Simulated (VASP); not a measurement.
# Ge in VASP: notebook

Ge is run at these levels: PBE+D3(BJ); tasks: single point.

All numbers are computed with VASP 6.6.1; they aren't measurements. Logs are shortened: lines on timing, memory, paths and dates and some standing lists are left out, and cuts for length are marked.

## 1. The cell of the first run

The cell holds a slab with vacuum, 4 atoms: a = 4.023 Å, b = 4.023 Å, c = 18.869 Å, α = 90.00°, β = 90.00°, γ = 120.00°.

## 2. Single point, PBE+D3(BJ)

Input file INCAR:

```
SYSTEM = Ge
  PREC = Accurate
  ENCUT = 520
  EDIFF = 1E-6
  ISMEAR = 0
  SIGMA = 0.1
  LREAL = .False.
  LASPH = .True.
  NELM = 80
  ALGO = Normal
  ISIF = 2
  LWAVE = .False.
  LCHARG = .True.
  LDIPOL = .True.
  IDIPOL = 3
  DIPOL = 0.5 0.5 0.375
  GGA = PE
  IVDW = 12
  LELF = .True.
  LVHAR = .True.
  LVACPOTAV = .True.
  NBANDS = 36
```

Input file KPOINTS:

```
regular mesh
0
Gamma
  9 9 1
  0 0 0
```

Input file POSCAR:

```
Ge
1.0
    4.0226895311      0.0000000000      0.0000000000
   -2.0113447656      3.4837513255      0.0000000000
    0.0000000000      0.0000000000     18.8685220517
Ge
4
Direct
    0.3333333333      0.6666666667      0.2747571332
    0.6666666667      0.3333333333      0.2384924472
    1.3333333333     -0.3333333333      0.5108254915
    1.0000000000      0.0000000000      0.4745608056
```

Potentials or basis: VASP PAW PBE potentials, release 64 (Ge_d).

Started as:

```
> cat potpaw_PBE.64/Ge_d/POTCAR > POTCAR
> mpirun -np 1 vasp_std > vasp.out
```

OUTCAR:

```text
SYSTEM = Ge
   PREC = Accurate
   ENCUT = 520
   EDIFF = 1E-6
   ISMEAR = 0
   LREAL = .False.
   LASPH = .True.
   NELM = 80
   ISIF = 2
   GGA = PE
   IVDW = 12
 IVDW          = 12

 ion  position               nearest neighbor table
   1  0.333  0.667  0.275-   2 2.42   2 2.42   2 2.42
   2  0.667  0.333  0.238-   1 2.42   1 2.42   1 2.42
   3  0.333  0.667  0.511-   4 2.42   4 2.42   4 2.42
   4  0.000  0.000  0.475-   3 2.42   3 2.42   3 2.42

  LATTYP: Found a hexagonal cell.
 ALAT       =     4.0226895311
 C/A-ratio  =     4.6905240650

  Lattice vectors:

 A1 = (   4.0226895311,   0.0000000000,   0.0000000000)
 A2 = (  -2.0113447656,   3.4837513255,   0.0000000000)
 A3 = (   0.0000000000,   0.0000000000,  18.8685220517)

Analysis of symmetry for initial positions (statically):
=====================================================================
 Subroutine PRICEL returns:
 Original cell was already a primitive cell.

 Routine SETGRP: Setting up the symmetry group for a
 hexagonal supercell.

 Subroutine GETGRP returns: Found  6 space group operations
 (whereof  6 operations were pure point group operations)
 out of a pool of 24 trial point group operations.

The static configuration has the point symmetry C_3v.

Analysis of symmetry for dynamics (positions and initial velocities):
=====================================================================
 Subroutine PRICEL returns:
 Original cell was already a primitive cell.

 Routine SETGRP: Setting up the symmetry group for a
 hexagonal supercell.

 Subroutine GETGRP returns: Found  6 space group operations
 (whereof  6 operations were pure point group operations)
 out of a pool of 24 trial point group operations.

The dynamic configuration has the point symmetry C_3v.

 Subroutine INISYM returns: Found  6 space group operations
 (whereof  6 operations are pure point group operations),
 and found     1 'primitive' translations

----------------------------------------------------------------------------------------

                                     Primitive cell

  volume of cell :     264.4244

  direct lattice vectors                    reciprocal lattice vectors
     4.022689531  0.000000000  0.000000000     0.248589903  0.143523447  0.000000000
    -2.011344766  3.483751326  0.000000000     0.000000000  0.287046895  0.000000000
     0.000000000  0.000000000 18.868522052     0.000000000  0.000000000  0.052998322

  length of vectors
[... 78 lines left out ...]
   NFREE  =      0    steps in history (QN), initial steepest desc. (CG)
   ISIF   =      2    stress and relaxation
   ISYM   =      2    0-nonsym 1-usesym 2-fastsym
   POTIM  = 0.5000    time-step for ionic-motion
   TEBEG  =    0.0;   TEEND  =   0.0 temperature during run
   PSTRESS=    0.0 pullay stress
   NELECT =      56.0000    total number of electrons
   NUPDOWN=      -1.0000    fix difference up-down
   EMIN   =  10.00;   EMAX   =-10.00  energy-range for DOS
   EFERMI =   0.00;   METHOD = LEGACY
   ISMEAR =     0;   SIGMA  =   0.10  broadening in eV -4-tet -1-fermi 0-gaus
   EFERMI_NEDOS =   21; number of points for ismear=-14 and -15
   IALGO  =     38    algorithm
   IMIX   =      4    mixing-type and parameters
     AMIX     =   0.40;   BMIX     =  1.00
     AMIX_MAG =   1.60;   BMIX_MAG =  1.00
  volume/ion in A,a.u.               =      66.11       446.11
  Fermi-wavevector in a.u.,A,eV,Ry     =   0.975821  1.844035 12.955840  0.952227
  Thomas-Fermi vector in A             =   2.106391
   LORBIT       =      0    0 simple, 1 ext, 2 COOP (PROOUT), +10 PAW based schemes
   GGA     = PE    functional components
   LHFCALC =     F    Hartree Fock is set to
   AEXX    =    0.0000 exact exchange contribution
   IVDW    =    12    specifies the selected vdW correction
   LEPSILON=     F    determine dielectric tensor
   LRPA    =     F    only Hartree local field effects (RPA)
 non-spin polarized calculation
 Gauss-broadening in eV      SIGMA  =   0.10
  energy-cutoff  :      520.00
  volume of cell :      264.42
 maximum number of plane-waves:      7165
 NGX is ok and might be reduce to    30
   NGX = 15   NGY = 15   NGZ = 71

 dipolmoment           0.000000      0.000000      0.000001 electrons x Angstroem

 number of electron      55.9999998 magnetization

 dipolmoment           0.000000      0.000000     -0.007175 electrons x Angstroem

 Free energy of the ion-electron system (eV)
  ---------------------------------------------------
  ext. energy  EPLUGINS =         0.00000000
  ---------------------------------------------------
  free energy    TOTEN  =       -16.20726292 eV

  energy without entropy =      -16.20496244  energy(sigma->0) =      -16.20611268

 E-fermi :  -1.3679     XC(G=0):  -4.3981

 val. band max:       -1.4116783886   @ k =   0.3333   0.3333   0.0000
 cond. band min:      -1.3241493826   @ k =   0.3333   0.3333   0.0000
 fundamental gap:      0.0875290060
 Fermi energy:        -1.3679138793

 k-point     1 :       0.0000    0.0000    0.0000
  band No.  band energies     occupation
      1     -25.8895      2.00000
      2     -25.8895      2.00000
      3     -25.8390      2.00000
      4     -25.8390      2.00000
      5     -25.8379      2.00000
      6     -25.8247      2.00000
[... 457 lines left out ...]
     35       5.0276      0.00000
     36       5.0430      0.00000

------------------------ aborting loop because EDIFF is reached ----------------------------------------

 Edisp (eV)   -0.81613

 E8    (eV) :    -0.3754

  FORCE on cell =-STRESS in cart. coord.  units (eV):
  Direction    XX          YY          ZZ          XY          YZ          ZX
  --------------------------------------------------------------------------------------
  -------------------------------------------------------------------------------------
  Total      -0.18921    -0.18921    -0.84747     0.00000     0.00000     0.00000
  in kB      -1.14642    -1.14642    -5.13489     0.00000     0.00000     0.00000
  external pressure =       -2.48 kB  Pullay stress =        0.00 kB

 VOLUME and BASIS-vectors are now :
 -----------------------------------------------------------------------------
  energy-cutoff  :      520.00
  volume of cell :      264.42
      direct lattice vectors                 reciprocal lattice vectors
     4.022689531  0.000000000  0.000000000     0.248589903  0.143523447  0.000000000
    -2.011344766  3.483751326  0.000000000     0.000000000  0.287046895  0.000000000
     0.000000000  0.000000000 18.868522052     0.000000000  0.000000000  0.052998322

 POSITION                                       TOTAL-FORCE (eV/Angst)
 -----------------------------------------------------------------------------------
     -0.00000      2.32250      5.18426         0.000000      0.000000      0.196793
      2.01134      1.16125      4.50000        -0.000000     -0.000000      0.006417
     -0.00000      2.32250      9.63852        -0.000000      0.000000     -0.043218
      0.00000      0.00000      8.95426         0.000000     -0.000000     -0.159992
 -----------------------------------------------------------------------------------
    total drift:                               -0.000000     -0.000001     -0.002872

  FREE ENERGIE OF THE ION-ELECTRON SYSTEM (eV)
  ---------------------------------------------------
  free  energy   TOTEN  =       -17.0233914339 eV

  energy  without entropy=      -17.0210909537  energy(sigma->0) =      -17.02224119

 vacuum level on the upper side and lower side of the slab         3.083         3.176
```

OSZICAR:

```text
N       E                     dE             d eps       ncg     rms          rms(c)
DAV:   1     0.492278618073E+03    0.49228E+03   -0.29764E+04  1016   0.269E+03
DAV:   2     0.633978010556E+02   -0.42888E+03   -0.42115E+03   984   0.677E+02
DAV:   3    -0.126503607551E+02   -0.76048E+02   -0.75426E+02  1220   0.191E+02
DAV:   4    -0.163304118412E+02   -0.36801E+01   -0.36756E+01  1012   0.518E+01
[... 13 lines left out ...]
DAV:  18    -0.162072148275E+02   -0.75287E-04   -0.33971E-06   700   0.428E-02    0.123E-03
DAV:  19    -0.162072561021E+02   -0.41275E-04   -0.31408E-06   676   0.136E-02    0.593E-04
DAV:  20    -0.162072603000E+02   -0.41979E-05   -0.34711E-07   736   0.695E-03    0.353E-04
DAV:  21    -0.162072622905E+02   -0.19906E-05   -0.14818E-07   648   0.166E-02    0.186E-04
DAV:  22    -0.162072629224E+02   -0.63191E-06   -0.46330E-08   652   0.637E-03
   1 F= -.17023391E+02 E0= -.17022241E+02  d E =-.230048E-02
```

stdout:

```text
POSCAR found type information on POSCAR Ge
 POSCAR found :  1 types and       4 ions
 scaLAPACK will be used
 LDA part: xc-table for (Slater+PW92), standard interpolation
 POSCAR, INCAR and KPOINTS ok, starting setup
 FFT: planning ... GRIDC
 FFT: planning ... GRID_SOFT
 FFT: planning ... GRID
 WAVECAR not read
 entering main loop
 -----------------------------------------------------------------------------
|                                                                             |
|           W    W    AA    RRRRR   N    N  II  N    N   GGGG   !!!           |
|           W    W   A  A   R    R  NN   N  II  NN   N  G    G  !!!           |
|           W    W  A    A  R    R  N N  N  II  N N  N  G       !!!           |
|           W WW W  AAAAAA  RRRRR   N  N N  II  N  N N  G  GGG   !            |
|           WW  WW  A    A  R   R   N   NN  II  N   NN  G    G                |
|           W    W  A    A  R    R  N    N  II  N    N   GGGG   !!!           |
|                                                                             |
|     Did not find any points to average over, which means that no vacuum     |
|     field-free region was found. Please increase the size of  your cell     |
|     in the dimension of the dipole correction to obtain accurate            |
|     workfunction values.                                                    |
|                                                                             |
 -----------------------------------------------------------------------------
```

Wall time 2.8 min (1 thread of Intel Xeon Platinum 8259CL at 2.50GHz (Skylake/Cascade Lake), shared host); peak memory 0.38 GiB.

What came out:

```
Free energy                : -17.0234 eV
Largest force              : 0.197 eV/Å
Band gap on the k mesh     : 0.09 eV, direct
Dispersion energy per atom : -0.204 eV
```

Forces in eV/Å, atoms in the order of the input:
```
Ge   0.000  0.000  0.197
Ge   0.000  0.000  0.006
Ge   0.000  0.000 -0.043
Ge   0.000  0.000 -0.160
```

## 3. Single point, PBE+D3(BJ)

Input file INCAR:

```
SYSTEM = Ge
ALGO = Normal
DIPOL = 0.5 0.5 0.389
EDIFF = 1E-6
ENCUT = 520
GGA = PE
IDIPOL = 3
ISIF = 2
ISMEAR = 0
IVDW = 12
LASPH = .TRUE.
LCHARG = .TRUE.
LDIPOL = .TRUE.
LELF = .TRUE.
LREAL = .FALSE.
LVACPOTAV = .TRUE.
LVHAR = .TRUE.
LWAVE = .FALSE.
NBANDS = 36
NELM = 100
PREC = Accurate
SIGMA = 0.1
```

Input file KPOINTS:

```
k-points
0
G
  9 9 1
  0 0 0
```

POSCAR, as its differences from that of step 2:

```diff
@@ -10,3 +10,3 @@
     0.6666666667      0.3333333333      0.2384924472
-    1.3333333333     -0.3333333333      0.5108254915
-    1.0000000000      0.0000000000      0.4745608056
+    1.3333333333     -0.3333333333      0.5389146020
+    1.0000000000      0.0000000000      0.5026499161
```

Potentials or basis: VASP PAW PBE potentials, release 64 (Ge_d).

Started as:

```
> cat potpaw_PBE.64/Ge_d/POTCAR > POTCAR
> mpirun -np 1 vasp_std > vasp.out
```

It took 2.6 min on 1 thread of Intel Xeon Platinum 8259CL at 2.50GHz (Skylake/Cascade Lake), shared host; peak memory 0.39 GiB.

Results (log left out):

```yaml
Free_energy: -16.9320 eV
Largest_force: 0.119 eV/Å
Band_gap_on_the_k_mesh: 0.03 eV, direct
Dispersion_energy_per_atom: -0.189 eV
```

Forces on the atoms (eV/Å):
```
Ge   0.000  0.000  0.119
Ge   0.000  0.000  0.021
Ge   0.000  0.000 -0.036
Ge   0.000  0.000 -0.104
```

Levels at points of the mesh, in eV from the valence-band top:
```
           k point  band 26  band 27  band 28  band 29  band 30  band 31
(0.00, 0.00, 0.00)    -0.44    -0.41    -0.41     0.54     0.66     2.01
```

## 4. Single point, PBE+D3(BJ)

Input file INCAR:

```
  PREC = Accurate
  ENCUT = 520
  EDIFF = 1E-6
  ISMEAR = 0
  SIGMA = 0.1
  LREAL = False
  LASPH = True
  NELM = 100
  ALGO = Normal
  ISIF = 2
  LWAVE = False
  LCHARG = True
  LDIPOL = True
  IDIPOL = 3
  DIPOL = 0.5 0.5 0.415
  GGA = PE
  IVDW = 12
  LELF = True
  LVHAR = True
  LVACPOTAV = True
  NBANDS = 36
```

Input file KPOINTS:

```
Automatic mesh
0
Gamma
  9 9 1
```

POSCAR, as its differences from that of step 3:

```diff
@@ -10,3 +10,3 @@
     0.6666666667      0.3333333333      0.2384924472
-    1.3333333333     -0.3333333333      0.5389146020
-    1.0000000000      0.0000000000      0.5026499161
+    1.3333333333     -0.3333333333      0.5919129236
+    1.0000000000      0.0000000000      0.5556482377
```

Started as:

```
> cat potpaw_PBE.64/Ge_d/POTCAR > POTCAR
> mpirun -np 1 vasp_std > vasp.out
```

Run time: 3 min. Hardware: 1 thread of Intel Xeon Platinum 8259CL at 2.50GHz (Skylake/Cascade Lake), shared host; peak memory 0.38 GiB.

Results (log left out):

* Free energy: -16.8396 eV
* Largest force: 0.045 eV/Å
* Dispersion energy per atom: -0.172 eV

Forces on the atoms (eV/Å):
```
Ge   0.000  0.000  0.045
Ge   0.000  0.000  0.010
Ge   0.000  0.000 -0.012
Ge   0.000  0.000 -0.042
```

Levels at points of the mesh, in eV from the Fermi level:
| k point | band 25 | band 26 | band 27 | band 28 | band 29 | band 30 | band 31 | band 32 |
| --- | --- | --- | --- | --- | --- | --- | --- | --- |
| (0.00, 0.00, 0.00) | -0.45 | -0.45 | -0.44 | -0.44 | 0.55 | 0.61 | 2.03 | 2.78 |
